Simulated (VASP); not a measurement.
# MoS2 (P-3m1) in VASP: notebook, part 2 of 2

VASP 6.6.1.

### Step 5. Single point, revPBE+D3(BJ)

This run uses another cell than the first one, of 19.36 Å³/atom.

File INCAR:

```
SYSTEM = MoS2
PREC = Accurate ; ENCUT = 520
EDIFF = 1E-6 ; ISMEAR = -1
SIGMA = 0.05 ; LREAL = .False.
LASPH = .True. ; NELM = 60
ALGO = Normal ; ISIF = 2
LWAVE = .False. ; LCHARG = .True.
GGA = RE ; IVDW = 12
LELF = .True. ; LVHAR = .True.
NBANDS = 20
```

File KPOINTS:

```
Automatic mesh
0
Gamma
  9 9 4
  0 0 0
```

File POSCAR:

```
MoS2
1.0
    3.2488391220      0.0000000000      0.0000000000
   -1.6244195610      2.8135772124      0.0000000000
    0.0000000000      0.0000000000      6.3542790981
Mo S
1 2
Direct
    0.0000000000      0.0000000000      0.5000000000
    0.6666666667      0.3333333333      0.7446806800
    0.3333333333      0.6666666667      0.2553193200
```

Potentials or basis: VASP PAW PBE potentials, release 64 (Mo_sv, S).

Launch:

```bash
$ cat potpaw_PBE.64/Mo_sv/POTCAR potpaw_PBE.64/S/POTCAR > POTCAR
$ mpirun -np 1 vasp_std > vasp.out
```

OUTCAR:

```text
SYSTEM = MoS2
   PREC = Accurate
   ENCUT = 520
   EDIFF = 1E-6
   ISMEAR = -1
   LREAL = .False.
   LASPH = .True.
   NELM = 60
   ISIF = 2
   GGA = RE
   IVDW = 12
 IVDW          = 12

 ion  position               nearest neighbor table
   1  0.000  0.000  0.500-   2 2.44   3 2.44   3 2.44   2 2.44   2 2.44   3 2.44
   2  0.667  0.333  0.745-   1 2.44   1 2.44   1 2.44
   3  0.333  0.667  0.255-   1 2.44   1 2.44   1 2.44

  LATTYP: Found a hexagonal cell.
 ALAT       =     3.2488391220
 C/A-ratio  =     1.9558614199

  Lattice vectors:

[... 742 lines left out ...]
 Edisp (eV)   -2.28968

 E8    (eV) :    -1.5499

  FORCE on cell =-STRESS in cart. coord.  units (eV):
  Direction    XX          YY          ZZ          XY          YZ          ZX
  --------------------------------------------------------------------------------------
  -------------------------------------------------------------------------------------
  Total      -2.60992    -2.60992    -1.65878     0.00000     0.00000    -0.00000
  in kB     -71.99194   -71.99194   -45.75589     0.00000     0.00000    -0.00000
  external pressure =      -63.25 kB  Pullay stress =        0.00 kB

 VOLUME and BASIS-vectors are now :
 -----------------------------------------------------------------------------
  energy-cutoff  :      520.00
  volume of cell :       58.08
      direct lattice vectors                 reciprocal lattice vectors
     3.248839122  0.000000000  0.000000000     0.307802253  0.177709713  0.000000000
    -1.624419561  2.813577212  0.000000000     0.000000000  0.355419427  0.000000000
     0.000000000  0.000000000  6.354279098     0.000000000  0.000000000  0.157374265

 POSITION                                       TOTAL-FORCE (eV/Angst)
 -----------------------------------------------------------------------------------
      0.00000      0.00000      3.17714         0.000000      0.000000      0.000000
      1.62442      0.93786      4.73191         0.000000     -0.000000     -0.000331
     -0.00000      1.87572      1.62237         0.000000      0.000000      0.000331
 -----------------------------------------------------------------------------------
    total drift:                                0.000000     -0.000000      0.000000

  FREE ENERGIE OF THE ION-ELECTRON SYSTEM (eV)
  ---------------------------------------------------
  free  energy   TOTEN  =       -22.2362032340 eV

  energy  without entropy=      -22.2269791565  energy(sigma->0) =      -22.23159120
```

OSZICAR:

```text
N       E                     dE             d eps       ncg     rms          rms(c)
DAV:   1     0.193469238417E+03    0.19347E+03   -0.14857E+04  1856   0.122E+03
DAV:   2    -0.141057946608E+02   -0.20758E+03   -0.20278E+03  2136   0.313E+02
DAV:   3    -0.215093311073E+02   -0.74035E+01   -0.72637E+01  2116   0.561E+01
DAV:   4    -0.216040656962E+02   -0.94735E-01   -0.94566E-01  2056   0.666E+00
DAV:   5    -0.216057858819E+02   -0.17202E-02   -0.17198E-02  2204   0.865E-01    0.217E+01
DAV:   6    -0.205685109240E+02    0.10373E+01   -0.17100E+01  1804   0.217E+01    0.974E+00
DAV:   7    -0.200751457254E+02    0.49337E+00   -0.69428E+00  1808   0.133E+01    0.587E+00
DAV:   8    -0.199444208541E+02    0.13072E+00   -0.81247E-01  1900   0.489E+00    0.181E+00
DAV:   9    -0.199475275828E+02   -0.31067E-02   -0.27562E-02  2008   0.106E+00    0.603E-01
DAV:  10    -0.199465938143E+02    0.93377E-03   -0.17573E-02  1896   0.788E-01    0.177E-01
DAV:  11    -0.199465062214E+02    0.87593E-04   -0.94763E-04  2028   0.202E-01    0.768E-02
DAV:  12    -0.199464642373E+02    0.41984E-04   -0.17307E-04  2004   0.782E-02    0.414E-02
DAV:  13    -0.199465210383E+02   -0.56801E-04   -0.13247E-04  1804   0.692E-02    0.117E-02
DAV:  14    -0.199465230675E+02   -0.20291E-05   -0.61086E-06  2228   0.146E-02    0.585E-03
DAV:  15    -0.199465236214E+02   -0.55394E-06   -0.26383E-06  1856   0.951E-03
   1 F= -.22236203E+02 E0= -.22231591E+02  d E =-.922408E-02
```

Wall time 60 s (1 thread of Intel Xeon 8259CL, shared host); peak memory 0.21 GiB.

What came out:

```yaml
Free_energy: -22.2362 eV
Pressure: -6.3 GPa
Band_gap_on_the_k_mesh: zero (bands 13 and 14 overlap by 1.04 eV)
Dispersion_energy_per_atom: -0.763 eV
```

Caveat: the cell stands under tension; the PAW data sets were made with another functional, which shifts forces and pressure a little.

### Step 6. Single point, revPBE+D3(BJ)

This run uses another cell than the first one, of 19.74 Å³/atom.

File INCAR:

```
SYSTEM = MoS2
PREC     = Accurate       ! precision mode
ENCUT    = 520            ! plane-wave cutoff, eV
EDIFF    = 1E-7           ! SCF threshold, eV
ISMEAR   = -1             ! smearing method
SIGMA    = 0.05           ! smearing width, eV
LREAL    = .FALSE.        ! projectors in reciprocal space
LASPH    = .TRUE.         ! aspherical terms in the spheres
NELM     = 60             ! most SCF steps
ALGO     = Normal         ! electronic algorithm
ISIF     = 2              ! what is computed and relaxed
LWAVE    = .FALSE.        ! write WAVECAR
LCHARG   = .FALSE.        ! write CHGCAR
GGA      = RE             ! functional
IVDW     = 12             ! dispersion correction
NBANDS   = 20             ! bands
```

File KPOINTS:

```
Automatic mesh
0
G
  9 9 4
  0 0 0
```

File POSCAR:

```
MoS2
1.0
    3.2699360711      0.0000000000      0.0000000000
   -1.6349680355      2.8318477062      0.0000000000
    0.0000000000      0.0000000000      6.3955418068
Mo S
1 2
Direct
    0.0000000000      0.0000000000      0.5000000000
    0.6666666667      0.3333333333      0.7446806800
    0.3333333333      0.6666666667      0.2553193200
```

Potentials or basis: VASP PAW PBE potentials, release 64 (Mo_sv, S).

Launch:

```bash
$ cat potpaw_PBE.64/Mo_sv/POTCAR potpaw_PBE.64/S/POTCAR > POTCAR
$ mpirun -np 1 vasp_std > vasp.out
```

It took 56 s on 1 thread of Intel Xeon 8259CL, shared host; peak memory 0.21 GiB.

The run converged. Its results:

```yaml
Free_energy: -22.1842 eV
Pressure: -8.4 GPa
Largest_force: 0.287 eV/Å
Band_gap_on_the_k_mesh: zero (bands 13 and 14 overlap by 1.04 eV)
Dispersion_energy_per_atom: -0.748 eV
```

Forces on the atoms (eV/Å):
```
Mo   0.000  0.000  0.000
S    0.000  0.000 -0.287
S    0.000  0.000  0.287
```

Stress tensor (GPa, compression positive):
```
-9.14  0.00  0.00
 0.00 -9.14  0.00
 0.00  0.00 -6.84
```

Levels at points of the mesh, in eV from the Fermi level:
```
           k point  band 9  band 10  band 11  band 12  band 13  band 14  band 15  band 16  band 17  band 18
(0.00, 0.00, 0.00)   -3.86    -1.81    -0.95    -0.88    -0.88    -0.37    -0.37     3.02     3.02     6.03
(0.00, 0.00, 0.50)   -3.85    -3.39    -0.88    -0.88    -0.43    -0.43    -0.11     3.16     3.16     6.11
```

Caveat: the cell stands under tension; the PAW data sets were made with another functional, which shifts forces and pressure a little.

### Step 7. Overview

| cell | gap on the mesh (eV) | pressure (GPa) | largest force (eV/Å) |
| --- | --- | --- | --- |
| a = 3.184, b = 3.184, c = 6.227 Å, angles 90.0, 90.0, 120.0°, 3 atoms | none | 1.4 | 1.00 |
| a = 3.206, b = 3.206, c = 6.270 Å, angles 90.0, 90.0, 120.0°, 3 atoms | none | -1.5 | 0.64 |
| a = 3.227, b = 3.227, c = 6.312 Å, angles 90.0, 90.0, 120.0°, 3 atoms | none | -4.0 | 0.31 |
| a = 3.249, b = 3.249, c = 6.354 Å, angles 90.0, 90.0, 120.0°, 3 atoms | none | -6.3 | - |
| a = 3.270, b = 3.270, c = 6.396 Å, angles 90.0, 90.0, 120.0°, 3 atoms | none | -8.4 | 0.29 |

Alike in all rows: task single point; level revPBE+D3(BJ); potentials or basis VASP PAW PBE potentials, release 64 (Mo_sv, S); no spin polarisation; k mesh 9 × 9 × 4; cutoff (eV) 520; smearing fermi-dirac 0.05 eV.

Caveats: the PAW data sets were made with another functional, which shifts forces and pressure a little; the cell stands under tension (at least some runs).

Total energies depend on the potentials used, so only differences within one code and one set of settings carry meaning.
